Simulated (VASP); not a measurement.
# Si16O (a cell with a defect) in VASP: single point with PBE+D3(BJ)

Aim: the single point of Si16O (a cell with a defect) with PBE+D3(BJ).

All numbers are computed with VASP 6.6.1; they aren't measurements. Logs are shortened: lines on timing, memory, paths and dates and some standing lists are left out, and cuts for length are marked.

## Step 1: The cell of the first run

The cell holds a defect, 17 atoms: a = 7.679 Å, b = 7.679 Å, c = 7.679 Å, α = 60.00°, β = 60.00°, γ = 60.00°.

## Step 2: Single point, PBE+D3(BJ), collinear spin, zero start

INCAR reads:

```
SYSTEM = Si16O
ALGO = Normal
EDIFF = 1E-7
ENCUT = 520
GGA = PE
ISIF = 2
ISMEAR = 0
ISPIN = 2
IVDW = 12
LASPH = .TRUE.
LCHARG = .TRUE.
LELF = .TRUE.
LORBIT = 11
LREAL = Auto
LVHAR = .TRUE.
LWAVE = .FALSE.
MAGMOM = 0 0 0 0 0 0 0 0 0 0 0 0 0 0 0 0 0
NBANDS = 53
NELM = 150
PREC = Accurate
SIGMA = 0.02
```

KPOINTS reads:

```
k-points
0
G
  2 2 2
  0 0 0
```

POSCAR reads:

```
Si16O
1.0
    0.0000000000      5.4300000000      5.4300000000
    5.4300000000      0.0000000000      5.4300000000
    5.4300000000      5.4300000000      0.0000000000
Si O
16 1
Direct
   -0.0068723757      0.0136559853     -0.0112368324
    0.1293308471      0.1330540516      0.1075674954
   -0.0069678637      0.0320665746      0.4808175875
    0.1216020258      0.1392114180      0.6154854512
   -0.0033167587      0.5064055249     -0.0009723757
    0.1217430018      0.6403343462      0.1103505525
    0.0039802947      0.5101823204      0.4817349908
    0.0876900552      0.6716034991      0.6390222836
    0.5036705341      0.0144068140     -0.0104200737
    0.6187122468      0.1451275322      0.1179820442
    0.4966755064      0.0172791897      0.4926650092
    0.6216983425      0.1435383057      0.6163524862
    0.4969486188      0.5199025783     -0.0106793738
    0.6253337017      0.6410832413      0.1148320442
    0.5003734807      0.5149872928      0.4867878453
    0.6230218232      0.6436116943      0.6158980663
    0.2496938306      0.5203503683      0.4750612339
```

Potentials or basis: VASP PAW PBE potentials, release 64 (Si, O).

On the command line:

```bash
$ cat potpaw_PBE.64/Si/POTCAR potpaw_PBE.64/O/POTCAR > POTCAR
$ mpirun -np 1 vasp_std > vasp.out
```

OUTCAR:

```text
SYSTEM = Si16O
   EDIFF = 1E-7
   ENCUT = 520
   GGA = PE
   ISIF = 2
   ISMEAR = 0
   ISPIN = 2
   IVDW = 12
   LASPH = .TRUE.
   LORBIT = 11
   LREAL = Auto
   NELM = 150
   PREC = Accurate
 IVDW          = 12

 ion  position               nearest neighbor table
   1  0.993  0.014  0.989-   4 2.34   6 2.34   2 2.35  10 2.35
   2  0.129  0.133  0.108-   5 2.34   3 2.35   9 2.35   1 2.35
   3  0.993  0.032  0.481-   8 2.27   4 2.32  12 2.33   2 2.35
   4  0.122  0.139  0.615-   3 2.32   7 2.33   1 2.34  11 2.35
   5  0.997  0.506  0.999-   8 2.28   6 2.32  14 2.33   2 2.34
   6  0.122  0.640  0.110-   5 2.32   7 2.33   1 2.34  13 2.35
   7  0.004  0.510  0.482-  17 1.90   4 2.33   6 2.33  16 2.39   8 2.55
   8  0.088  0.672  0.639-  17 1.71   3 2.27   5 2.28   7 2.55  15 2.60
   9  0.504  0.014  0.990-  12 2.34  14 2.34  10 2.35   2 2.35
  10  0.619  0.145  0.118-   9 2.35   1 2.35  11 2.35  13 2.35
  11  0.497  0.017  0.493-  16 2.34  10 2.35  12 2.35   4 2.35
  12  0.622  0.144  0.616-  15 2.33   3 2.33   9 2.34  11 2.35
  13  0.497  0.520  0.989-  16 2.34  10 2.35  14 2.35   6 2.35
  14  0.625  0.641  0.115-   5 2.33  15 2.33   9 2.34  13 2.35
  15  0.500  0.515  0.487-  17 1.95  12 2.33  14 2.33  16 2.39   8 2.60
  16  0.623  0.644  0.616-  13 2.34  11 2.34  15 2.39   7 2.39
  17  0.250  0.520  0.475-   8 1.71   7 1.90  15 1.95

  LATTYP: Found a face centered cubic cell.
 ALAT       =    10.8600000000

  Lattice vectors:

 A1 = (   0.0000000000,   5.4300000000,   5.4300000000)
 A2 = (   5.4300000000,   0.0000000000,   5.4300000000)
 A3 = (   5.4300000000,   5.4300000000,   0.0000000000)

Analysis of symmetry for initial positions (statically):
=====================================================================
 Subroutine PRICEL returns:
 Original cell was already a primitive cell.

 Routine SETGRP: Setting up the symmetry group for a
 face centered cubic supercell.

 Subroutine GETGRP returns: Found  1 space group operations
 (whereof  1 operations were pure point group operations)
 out of a pool of 48 trial point group operations.

The static configuration has the point symmetry C_1 .

Analysis of symmetry for dynamics (positions and initial velocities):
=====================================================================
 Subroutine PRICEL returns:
 Original cell was already a primitive cell.

 Routine SETGRP: Setting up the symmetry group for a
 face centered cubic supercell.

 Subroutine GETGRP returns: Found  1 space group operations
 (whereof  1 operations were pure point group operations)
 out of a pool of 48 trial point group operations.

The dynamic configuration has the point symmetry C_1 .

[... 172 lines left out ...]
  free energy    TOTEN  =       -91.25100872 eV

  energy without entropy =      -91.25085678  energy(sigma->0) =      -91.25093275

 E-fermi :   6.3016     XC(G=0):  -9.5405

 val. band max:        6.2674471894   @ k =   0.0000   0.0000   0.0000
 cond. band min:       6.3358145163   @ k =   0.0000   0.0000   0.0000
 fundamental gap:      0.0683673270
 Fermi energy:         6.3016308208

 spin component 1

 k-point     1 :       0.0000    0.0000    0.0000
  band No.  band energies     occupation
      1     -14.7969      1.00000
      2      -5.7897      1.00000
      3      -4.3510      1.00000
      4      -3.8303      1.00000
      5      -3.6970      1.00000
      6      -3.2751      1.00000
[... 389 lines left out ...]
     46      10.1860      0.00000
     47      10.4139      0.00000
 Fermi energy:         6.3016308208

 spin component 2

 k-point     1 :       0.0000    0.0000    0.0000
  band No.  band energies     occupation
      1     -14.7969      1.00000
      2      -5.7897      1.00000
      3      -4.3510      1.00000
      4      -3.8303      1.00000
      5      -3.6970      1.00000
      6      -3.2751      1.00000
[... 389 lines left out ...]
     46      10.1860      0.00000
     47      10.4139      0.00000
 [bands above 47 left out]

------------------------ aborting loop because EDIFF is reached ----------------------------------------

 Edisp (eV)   -5.21648

 E8    (eV) :    -2.1450

  FORCE on cell =-STRESS in cart. coord.  units (eV):
  Direction    XX          YY          ZZ          XY          YZ          ZX
  --------------------------------------------------------------------------------------
  -------------------------------------------------------------------------------------
  Total       4.35319     2.07393     2.05649     0.29559    -1.54608     0.34991
  in kB      21.78154    10.37708    10.28981     1.47902    -7.73594     1.75080
  external pressure =       14.15 kB  Pullay stress =        0.00 kB

 VOLUME and BASIS-vectors are now :
 -----------------------------------------------------------------------------
  energy-cutoff  :      520.00
  volume of cell :      320.21
      direct lattice vectors                 reciprocal lattice vectors
     0.000000000  5.430000000  5.430000000    -0.092081031  0.092081031  0.092081031
     5.430000000  0.000000000  5.430000000     0.092081031 -0.092081031  0.092081031
     5.430000000  5.430000000  0.000000000     0.092081031  0.092081031 -0.092081031

 POSITION                                       TOTAL-FORCE (eV/Angst)
 -----------------------------------------------------------------------------------
      5.44314     10.76167      5.46684         0.002730     -0.001395      0.001972
      1.30658      1.28636      1.42475         0.003731      0.002769      0.000010
      2.78496      8.00300      5.56629         0.003234     -0.006743     -0.000915
      4.09800      4.00239      1.41622         0.005187     -0.007012      0.006751
      8.17450     10.83671      8.16177         0.001582     -0.017214      0.006086
      4.07622      1.26027      4.13808         0.003058      0.005461     -0.002453
[... 9 lines left out ...]
      6.83914      6.72733      6.87782         0.010606      0.022914      0.026892
      5.40508      3.93542      4.18134        -0.079775      0.025772      0.004036
 -----------------------------------------------------------------------------------
    total drift:                               -0.000676      0.003574     -0.006490

  FREE ENERGIE OF THE ION-ELECTRON SYSTEM (eV)
  ---------------------------------------------------
  free  energy   TOTEN  =       -96.4674889869 eV

  energy  without entropy=      -96.4673370431  energy(sigma->0) =      -96.46741302

 total charge

# of ion       s       p       d       tot
------------------------------------------
    1        0.740   0.960   0.000   1.700
    2        0.740   0.956   0.000   1.696
    3        0.747   0.975   0.000   1.721
    4        0.745   0.965   0.000   1.710
    5        0.747   0.974   0.000   1.721
    6        0.746   0.963   0.000   1.709
[... 9 lines left out ...]
   16        0.770   0.907   0.000   1.677
   17        1.590   3.504   0.000   5.094
--------------------------------------------------
tot         13.538  18.613   0.000  32.150

 magnetization (x)

# of ion       s       p       d       tot
------------------------------------------
    1        0.000   0.000   0.000   0.000
    2        0.000   0.000   0.000   0.000
    3       -0.000  -0.000   0.000  -0.000
    4       -0.000  -0.000   0.000  -0.000
    5       -0.000  -0.000   0.000  -0.000
    6       -0.000   0.000   0.000  -0.000
[... 9 lines left out ...]
   16        0.000   0.000   0.000   0.000
   17       -0.000   0.000   0.000   0.000
--------------------------------------------------
tot          0.000   0.000   0.000   0.000
```

stdout:

```text
POSCAR found type information on POSCAR SiO
 POSCAR found :  2 types and      17 ions
 scaLAPACK will be used
 LDA part: xc-table for (Slater+PW92), standard interpolation
 POSCAR, INCAR and KPOINTS ok, starting setup
 FFT: planning ... GRIDC
 FFT: planning ... GRID_SOFT
 FFT: planning ... GRID
 WAVECAR not read
 entering main loop
```

It took 16 min on 1 thread of Intel Xeon 8259CL, shared host; peak memory 0.72 GiB.

Results:

| Item | Value |
| --- | --- |
| Free energy | -96.4675 eV |
| Pressure | 1.4 GPa |
| Largest force | 0.098 eV/Å |
| Band gap on the k mesh | 0.07 eV |
| Net moment | 0.00 μB per cell |
| Valence electrons inside the program's atomic spheres | Si 1.70, 1.72, 1.71, 1.63, 1.67, 1.62, 1.68 (each value once); O 5.09 |
| Dispersion energy per atom | -0.307 eV |

Forces on the atoms (eV/Å):
```
Si   0.003 -0.001  0.002
Si   0.004  0.003  0.000
Si   0.003 -0.007 -0.001
Si   0.005 -0.007  0.007
Si   0.002 -0.017  0.006
Si   0.003  0.005 -0.002
Si  -0.030 -0.058 -0.055
Si   0.088  0.043  0.008
Si  -0.001 -0.004  0.002
Si   0.001 -0.001  0.002
Si  -0.001  0.002 -0.004
Si  -0.005  0.005  0.002
Si  -0.001  0.000 -0.003
Si  -0.002  0.002  0.006
Si   0.000 -0.014 -0.001
Si   0.011  0.023  0.027
O   -0.080  0.026  0.004
```

Stress tensor (GPa, compression positive):
```
 2.18  0.15  0.18
 0.15  1.04 -0.77
 0.18 -0.77  1.03
```

Caveat: the k points lie up to 0.50 Å⁻¹ apart.
